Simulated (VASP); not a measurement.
# Ga (P-1) in VASP: further runs

Runs on Ga. Level: LDA. Tasks: electric field gradients.

Everything below comes from runs of VASP 6.6.1. Logs are shortened: lines on timing, memory, paths and dates and some standing lists are left out, and cuts for length are marked.

### Step 1. The cell of the first run

The typed cell holds 2 atoms: a = 4.257 Å, b = 4.257 Å, c = 3.332 Å, α = 90.66°, β = 90.66°, γ = 142.09°.

### Step 2. Electric field gradients, LDA (shortest bond scaled by 0.82)

Contents of INCAR:

```
ALGO     = Normal         # electronic algorithm
EDIFF    = 1E-8           # SCF threshold, eV
ENCUT    = 400            # plane-wave cutoff, eV
GGA_COMPAT= False        
ISIF     = 2              # what is computed and relaxed
ISMEAR   = -1             # smearing method
LASPH    = True           # aspherical terms in the spheres
LCHARG   = False          # write CHGCAR
LEFG     = True         
LREAL    = False          # projectors in reciprocal space
LWAVE    = False          # write WAVECAR
NBANDS   = 20             # bands
NELM     = 120            # most SCF steps
PREC     = Accurate       # precision mode
SIGMA    = 0.05           # smearing width, eV
```

Contents of KPOINTS:

```
k-points
0
Gamma
  11 11 9
```

Contents of POSCAR:

```
Ga
1.0
    1.3830000000     -4.0265000000      0.0000000000
    1.3830000000      4.0265000000      0.0000000000
   -0.1174474948      0.0000000000      3.3299294416
Ga
2
Direct
    0.8925800000      0.1074200000      0.2050000000
    0.1074200000      0.8925800000      0.7950000000
```

Potentials or basis: VASP PAW LDA potentials, release 64 (Ga_d).

Run with:

```console
$ cat potpaw_LDA.64/Ga_d/POTCAR > POTCAR
$ mpirun -np 1 vasp_std > vasp.out
```

OUTCAR:

```text
EDIFF = 1E-8
   ENCUT = 400
   ISIF = 2
   ISMEAR = -1
   LASPH = True
   LREAL = False
   NELM = 120
   PREC = Accurate

 ion  position               nearest neighbor table
   1  0.893  0.107  0.205-   2 2.20   2 2.62
   2  0.107  0.893  0.795-   1 2.20   1 2.62

  LATTYP: Found a base centered monoclinic cell.
 ALAT       =     2.7660000000
 B/A-ratio  =     2.9114244396
 C/A-ratio  =     1.2046276211
 COS(beta)  =    -0.0352483478

  Lattice vectors:

 A1 = (   1.3830000000,  -4.0265000000,   0.0000000000)
 A2 = (   1.3830000000,   4.0265000000,   0.0000000000)
 A3 = (  -0.1174474948,   0.0000000000,   3.3299294416)

Analysis of symmetry for initial positions (statically):
=====================================================================
 Subroutine PRICEL returns:
 Original cell was already a primitive cell.

 Routine SETGRP: Setting up the symmetry group for a
 base centered monoclinic supercell.

 Subroutine GETGRP returns: Found  2 space group operations
 (whereof  2 operations were pure point group operations)
 out of a pool of  4 trial point group operations.

The static configuration has the point symmetry S_2 .

Analysis of symmetry for dynamics (positions and initial velocities):
=====================================================================
 Subroutine PRICEL returns:
 Original cell was already a primitive cell.

 Routine SETGRP: Setting up the symmetry group for a
 base centered monoclinic supercell.

 Subroutine GETGRP returns: Found  2 space group operations
 (whereof  2 operations were pure point group operations)
 out of a pool of  4 trial point group operations.

The dynamic configuration has the point symmetry S_2 .

 Subroutine INISYM returns: Found  2 space group operations
 (whereof  2 operations are pure point group operations),
 and found     1 'primitive' translations

----------------------------------------------------------------------------------------

                                     Primitive cell

  volume of cell :      37.0864

  direct lattice vectors                    reciprocal lattice vectors
     1.383000000 -4.026500000  0.000000000     0.361532899 -0.124177325  0.012751361
[... 119 lines left out ...]
  volume of cell :       37.09
 maximum number of plane-waves:       687
   NGX = 13   NGY = 13   NGZ = 11

 number of electron      26.0000012 magnetization

 Free energy of the ion-electron system (eV)
  ---------------------------------------------------
  ext. energy  EPLUGINS =         0.00000000
  ---------------------------------------------------
  free energy    TOTEN  =        -6.53190243 eV

  energy without entropy =       -6.52478479  energy(sigma->0) =       -6.52834361

 E-fermi :   5.3685     XC(G=0): -11.3208

 val. band max:        5.3636523899   @ k =   0.3636   0.3636   0.1111
 cond. band min:       5.3732766675   @ k =   0.4545  -0.0000   0.0000
 fundamental gap:      0.0096242776
 Fermi energy:         5.3684584366

 k-point     1 :       0.0000    0.0000    0.0000
  band No.  band energies     occupation
      1     -10.3504      2.00000
      2     -10.1155      2.00000
      3     -10.0160      2.00000
      4      -9.8596      2.00000
      5      -9.8278      2.00000
      6      -9.6391      2.00000
[... 541 lines left out ...]
     19      16.3872      0.00000
     20      19.1833      0.00000

 [... further k-points ...]

------------------------ aborting loop because EDIFF is reached ----------------------------------------

  FORCE on cell =-STRESS in cart. coord.  units (eV):
  Direction    XX          YY          ZZ          XY          YZ          ZX
  --------------------------------------------------------------------------------------
  -------------------------------------------------------------------------------------
  Total       -1.2600624      2.3559146      1.5954833     -0.0981770      2.8196301     -0.0062115
  in kB      -54.4361907    101.7783052     68.9267699     -4.2413614    121.8113647     -0.2683434
  external PRESSURE =      38.7562948 kB  Pullay stress =       0.0000000 kB

 VOLUME and BASIS-vectors are now :
 -----------------------------------------------------------------------------
  energy-cutoff  :      400.00
  volume of cell :       37.09
      direct lattice vectors                 reciprocal lattice vectors
     1.383000000 -4.026500000  0.000000000     0.361532899 -0.124177325  0.012751361
     1.383000000  4.026500000  0.000000000     0.361532899  0.124177325  0.012751361
    -0.117447495  0.000000000  3.329929442     0.000000000  0.000000000  0.300306663

 POSITION                                       TOTAL-FORCE (eV/Angst)
 -----------------------------------------------------------------------------------
      1.35892     -3.16145      0.68264        -0.063542      2.761467      1.479691
      1.28963      3.16145      2.64729         0.063542     -2.761467     -1.479691
 -----------------------------------------------------------------------------------
    total drift:                               -0.000000     -0.000000     -0.000000

  FREE ENERGIE OF THE ION-ELECTRON SYSTEM (eV)
  ---------------------------------------------------
  free  energy   TOTEN  =        -6.5319024290 eV

  energy  without entropy=       -6.5247847886  energy(sigma->0) =       -6.52834361

 Electric field gradients (V/A^2)
---------------------------------------------------------------------
 ion       V_xx      V_yy      V_zz      V_xy      V_xz      V_yz
---------------------------------------------------------------------
   1      19.547   -29.268     9.721     2.874     1.177   -26.932
   2      19.547   -29.268     9.721     2.874     1.177   -26.932
---------------------------------------------------------------------

 Electric field gradients after diagonalization (V/A^2)
 (convention: |V_zz| > |V_xx| > |V_yy|)
----------------------------------------------------------------------
 ion       V_xx      V_yy      V_zz     asymmetry (V_yy - V_xx)/ V_zz
----------------------------------------------------------------------
   1      23.491    19.682   -43.173       0.088
   2      23.491    19.682   -43.173       0.088
----------------------------------------------------------------------

           NMR quadrupolar parameters

 Cq : quadrupolar parameter    Cq=e*Q*V_zz/h
 eta: asymmetry parameters     (V_yy - V_xx)/ V_zz
 Q  : nuclear electric quadrupole moment in mb (millibarn)
----------------------------------------------------------------------
 ion       Cq(MHz)       eta       Q (mb)
----------------------------------------------------------------------
   1      -0.104       0.088       1.000
   2      -0.104       0.088       1.000
----------------------------------------------------------------------
```

OSZICAR:

```text
N       E                     dE             d eps       ncg     rms          rms(c)
DAV:   1     0.119120857562E+03    0.11912E+03   -0.11417E+04 23180   0.211E+03
DAV:   2     0.373564276585E+01   -0.11539E+03   -0.11261E+03 22568   0.346E+02
DAV:   3    -0.650562268332E+01   -0.10241E+02   -0.10198E+02 24516   0.884E+01
DAV:   4    -0.665714405081E+01   -0.15152E+00   -0.15146E+00 25004   0.119E+01
DAV:   5    -0.665969999286E+01   -0.25559E-02   -0.25558E-02 24700   0.150E+00    0.182E+00
DAV:   6    -0.655467432016E+01    0.10503E+00   -0.15671E-01 31428   0.564E+00    0.854E-01
DAV:   7    -0.653342385324E+01    0.21250E-01   -0.55316E-02 30148   0.207E+00    0.209E-01
DAV:   8    -0.653208753989E+01    0.13363E-02   -0.65549E-03 23444   0.828E-01    0.707E-02
DAV:   9    -0.653190556419E+01    0.18198E-03   -0.42734E-04 30512   0.160E-01    0.125E-02
DAV:  10    -0.653190258585E+01    0.29783E-05   -0.38774E-05 24972   0.696E-02    0.421E-03
DAV:  11    -0.653190244541E+01    0.14043E-06   -0.29842E-06 24944   0.175E-02    0.112E-03
DAV:  12    -0.653190242958E+01    0.15831E-07   -0.30763E-07 25324   0.547E-03    0.221E-04
DAV:  13    -0.653190242902E+01    0.56116E-09   -0.21221E-08 19848   0.132E-03
   1 F= -.65319024E+01 E0= -.65283436E+01  d E =-.711764E-02
```

It took 5.1 min on 1 thread of Intel Xeon Platinum 8259CL at 2.50GHz (Skylake/Cascade Lake), shared host; peak memory 0.31 GiB.

Results:

| Property | Result |
| --- | --- |
| Free energy | -6.5319 eV |
| Pressure | 3.9 GPa |
| Largest force | 3.134 eV/Å |
| Band gap on the k mesh | zero (bands 13 and 14 overlap by 6.35 eV) |
| Largest electric field gradient by atom | Ga -43.2 V/Å² |

Forces on the atoms (eV/Å):
```
Ga  -0.064  2.761  1.480
Ga   0.064 -2.761 -1.480
```

Electric field gradients, principal values (V/Å²):
| atom | least | middle | greatest (by size) |
| --- | --- | --- | --- |
| 1 Ga | 19.682 | 23.491 | -43.173 |
| 2 Ga | 19.682 | 23.491 | -43.173 |

Caveat: the cell differs from its parent crystal (shortest bond scaled by 0.82); the cell stands under pressure; without QUAD_EFG the Cq values of the log hold for a quadrupole moment of 1 mb, not for the nuclei; forces of over 1 eV/Å act on the atoms, so gaps and moduli don't describe the material at rest.

### Step 3. Electric field gradients, LDA (shortest bond scaled by 0.64)

Contents of INCAR:

```
SYSTEM = Ga
PREC     = Accurate       ! precision mode
ENCUT    = 400            ! plane-wave cutoff, eV
EDIFF    = 1E-8           ! SCF threshold, eV
ISMEAR   = -1             ! smearing method
SIGMA    = 0.05           ! smearing width, eV
LREAL    = .FALSE.        ! projectors in reciprocal space
LASPH    = .TRUE.         ! aspherical terms in the spheres
NELM     = 120            ! most SCF steps
ALGO     = Normal         ! electronic algorithm
ISIF     = 2              ! what is computed and relaxed
LWAVE    = .FALSE.        ! write WAVECAR
LCHARG   = .FALSE.        ! write CHGCAR
GGA      = CA             ! functional
LEFG     = .TRUE.       
NBANDS   = 20             ! bands
GGA_COMPAT= .FALSE.
```

Contents of KPOINTS:

```
regular mesh
0
G
  11 11 9
  0 0 0
```

Contents of POSCAR:

```
Ga
1.0
    1.3830000000     -4.0265000000      0.0000000000
    1.3830000000      4.0265000000      0.0000000000
   -0.1174474948      0.0000000000      3.3299294416
Ga
2
Direct
    0.9161600000      0.0838400000      0.1600000000
    0.0838400000      0.9161600000      0.8400000000
```

Potentials or basis: VASP PAW LDA potentials, release 64 (Ga_d).

Run with:

```console
$ cat potpaw_LDA.64/Ga_d/POTCAR > POTCAR
$ mpirun -np 1 vasp_std > vasp.out
```

OUTCAR:

```text
SYSTEM = Ga
   PREC = Accurate
   ENCUT = 400
   EDIFF = 1E-8
   ISMEAR = -1
   LREAL = .FALSE.
   LASPH = .TRUE.
   NELM = 120
   ISIF = 2
   GGA = CA

 ion  position               nearest neighbor table
   1  0.916  0.084  0.160-   2 1.72   2 2.64
   2  0.084  0.916  0.840-   1 1.72   1 2.64

  LATTYP: Found a base centered monoclinic cell.
 ALAT       =     2.7660000000
 B/A-ratio  =     2.9114244396
 C/A-ratio  =     1.2046276211
 COS(beta)  =    -0.0352483478

  Lattice vectors:

 A1 = (   1.3830000000,  -4.0265000000,   0.0000000000)
 A2 = (   1.3830000000,   4.0265000000,   0.0000000000)
 A3 = (  -0.1174474948,   0.0000000000,   3.3299294416)

Analysis of symmetry for initial positions (statically):
=====================================================================
 Subroutine PRICEL returns:
 Original cell was already a primitive cell.

 Routine SETGRP: Setting up the symmetry group for a
 base centered monoclinic supercell.

 Subroutine GETGRP returns: Found  2 space group operations
 (whereof  2 operations were pure point group operations)
 out of a pool of  4 trial point group operations.

The static configuration has the point symmetry S_2 .

Analysis of symmetry for dynamics (positions and initial velocities):
=====================================================================
 Subroutine PRICEL returns:
 Original cell was already a primitive cell.

 Routine SETGRP: Setting up the symmetry group for a
 base centered monoclinic supercell.

 Subroutine GETGRP returns: Found  2 space group operations
 (whereof  2 operations were pure point group operations)
[... 157 lines left out ...]
  band No.  band energies     occupation
      1     -12.5936      2.00000
      2     -11.7501      2.00000
      3     -11.5239      2.00000
      4     -10.8747      2.00000
      5     -10.4605      2.00000
      6     -10.3813      2.00000
[... 541 lines left out ...]
     19      17.0118      0.00000
     20      19.3539      0.00000

 [... further k-points ...]

------------------------ aborting loop because EDIFF is reached ----------------------------------------

  FORCE on cell =-STRESS in cart. coord.  units (eV):
  Direction    XX          YY          ZZ          XY          YZ          ZX
  --------------------------------------------------------------------------------------
  -------------------------------------------------------------------------------------
  Total        0.0482696     21.3832017     13.1841125     -0.6405762     18.3749291     -0.4305173
  in kB        2.0853025    923.7796789    569.5693005    -27.6736528    793.8187358    -18.5988591
  external PRESSURE =     498.4780940 kB  Pullay stress =       0.0000000 kB

 VOLUME and BASIS-vectors are now :
 -----------------------------------------------------------------------------
  energy-cutoff  :      400.00
  volume of cell :       37.09
      direct lattice vectors                 reciprocal lattice vectors
     1.383000000 -4.026500000  0.000000000     0.361532899 -0.124177325  0.012751361
     1.383000000  4.026500000  0.000000000     0.361532899  0.124177325  0.012751361
    -0.117447495  0.000000000  3.329929442     0.000000000  0.000000000  0.300306663

 POSITION                                       TOTAL-FORCE (eV/Angst)
 -----------------------------------------------------------------------------------
      1.36421     -3.35134      0.53279        -0.501174     17.579426     13.087326
      1.28434      3.35134      2.79714         0.501174    -17.579426    -13.087326
 -----------------------------------------------------------------------------------
    total drift:                                0.000000     -0.000000      0.000000

  FREE ENERGIE OF THE ION-ELECTRON SYSTEM (eV)
  ---------------------------------------------------
  free  energy   TOTEN  =        -1.7837798868 eV

  energy  without entropy=       -1.7772938402  energy(sigma->0) =       -1.78053686

 Electric field gradients (V/A^2)
---------------------------------------------------------------------
 ion       V_xx      V_yy      V_zz      V_xy      V_xz      V_yz
---------------------------------------------------------------------
   1      53.903   -49.886    -4.018     4.869     2.413   -81.998
   2      53.903   -49.886    -4.018     4.869     2.413   -81.998
---------------------------------------------------------------------

 Electric field gradients after diagonalization (V/A^2)
 (convention: |V_zz| > |V_xx| > |V_yy|)
----------------------------------------------------------------------
 ion       V_xx      V_yy      V_zz     asymmetry (V_yy - V_xx)/ V_zz
----------------------------------------------------------------------
   1      58.432    53.836  -112.268       0.041
   2      58.432    53.836  -112.268       0.041
----------------------------------------------------------------------

           NMR quadrupolar parameters

 Cq : quadrupolar parameter    Cq=e*Q*V_zz/h
 eta: asymmetry parameters     (V_yy - V_xx)/ V_zz
 Q  : nuclear electric quadrupole moment in mb (millibarn)
----------------------------------------------------------------------
 ion       Cq(MHz)       eta       Q (mb)
----------------------------------------------------------------------
   1      -0.271       0.041       1.000
   2      -0.271       0.041       1.000
----------------------------------------------------------------------
```

OSZICAR:

```text
N       E                     dE             d eps       ncg     rms          rms(c)
DAV:   1     0.128506707938E+03    0.12851E+03   -0.11262E+04 22980   0.219E+03
DAV:   2     0.909519154042E+01   -0.11941E+03   -0.11656E+03 22556   0.358E+02
DAV:   3    -0.188063907186E+01   -0.10976E+02   -0.10931E+02 24628   0.940E+01
DAV:   4    -0.206358341436E+01   -0.18294E+00   -0.18287E+00 24708   0.129E+01
DAV:   5    -0.206693597156E+01   -0.33526E-02   -0.33524E-02 24896   0.169E+00    0.288E+00
DAV:   6    -0.184025605564E+01    0.22668E+00   -0.23265E-01 26312   0.476E+00    0.141E+00
DAV:   7    -0.178619512678E+01    0.54061E-01   -0.17652E-01 28648   0.287E+00    0.255E-01
DAV:   8    -0.178399575724E+01    0.21994E-02   -0.15457E-02 23656   0.103E+00    0.104E-01
DAV:   9    -0.178378938440E+01    0.20637E-03   -0.91934E-04 28964   0.309E-01    0.175E-02
DAV:  10    -0.178377936508E+01    0.10019E-04   -0.98208E-05 25620   0.103E-01    0.404E-03
DAV:  11    -0.178377995767E+01   -0.59259E-06   -0.80242E-06 28836   0.232E-02    0.144E-03
DAV:  12    -0.178377989230E+01    0.65367E-07   -0.31836E-07 24104   0.394E-03    0.277E-04
DAV:  13    -0.178377988683E+01    0.54661E-08   -0.27512E-08 22128   0.180E-03
   1 F= -.17837799E+01 E0= -.17805369E+01  d E =-.648605E-02
```

stdout:

```text
POSCAR found type information on POSCAR Ga
 POSCAR found :  1 types and       2 ions
 scaLAPACK will be used
 LDA part: xc-table for (Slater(with rela. corr.)+CA(PZ))
 , standard interpolation
 POSCAR, INCAR and KPOINTS ok, starting setup
 FFT: planning ... GRIDC
 FFT: planning ... GRID_SOFT
 FFT: planning ... GRID
 WAVECAR not read
 entering main loop
ion   1
     0.0000481    -0.0677252     1.6775774     0.0871099    -0.0245518    -1.0123174
     0.0000628    -0.0677252     1.6775774     0.0871099    -0.0245518    -1.0123174
     0.0000820    -0.0677252     1.6775775     0.0871099    -0.0245518    -1.0123175
     0.0001070    -0.0677252     1.6775776     0.0871099    -0.0245519    -1.0123175

     0.0000481    -4.7869467    83.9223212     3.9995316    -2.4769711   -52.9010711
     0.0000628    -4.7868670    83.9209286     3.9994401    -2.4769236   -52.9001877
     0.0000820    -4.7867468    83.9188297     3.9993018    -2.4768518   -52.8988559
     0.0001070    -4.7865664    83.9156837     3.9990938    -2.4767437   -52.8968594

ion   2
     0.0000481    -0.0677252     1.6775774     0.0871099    -0.0245518    -1.0123174
     0.0000628    -0.0677252     1.6775774     0.0871099    -0.0245518    -1.0123174
     0.0000820    -0.0677252     1.6775775     0.0871099    -0.0245518    -1.0123175
     0.0001070    -0.0677252     1.6775776     0.0871099    -0.0245519    -1.0123175

     0.0000481    -4.7869467    83.9223212     3.9995316    -2.4769711   -52.9010711
     0.0000628    -4.7868670    83.9209286     3.9994401    -2.4769236   -52.9001877
     0.0000820    -4.7867468    83.9188297     3.9993018    -2.4768518   -52.8988559
     0.0001070    -4.7865664    83.9156837     3.9990938    -2.4767437   -52.8968594
```

Run time: 5.5 min. Hardware: 1 thread of Intel Xeon Platinum 8259CL at 2.50GHz (Skylake/Cascade Lake), shared host; peak memory 0.31 GiB.

What came out:

```
Free energy                             : -1.7838 eV
Pressure                                : 49.8 GPa
Largest force                           : 21.922 eV/Å
Band gap on the k mesh                  : zero (bands 13 and 14 overlap by 4.46 eV)
Largest electric field gradient by atom : Ga -112.3 V/Å²
```

Forces on the atoms (eV/Å):
```
Ga   -0.501  17.579  13.087
Ga    0.501 -17.579 -13.087
```

Stress tensor (GPa, compression positive):
```
 0.21 -2.77 -1.86
-2.77 92.38 79.38
-1.86 79.38 56.96
```

Electric field gradients, principal values (V/Å²):
| atom | least | middle | greatest (by size) |
| --- | --- | --- | --- |
| 1 Ga | 53.836 | 58.432 | -112.268 |
| 2 Ga | 53.836 | 58.432 | -112.268 |

Caveat: the cell differs from its parent crystal (shortest bond scaled by 0.64); the cell stands under pressure; without QUAD_EFG the Cq values of the log hold for a quadrupole moment of 1 mb, not for the nuclei; forces of over 1 eV/Å act on the atoms, so gaps and moduli don't describe the material at rest.
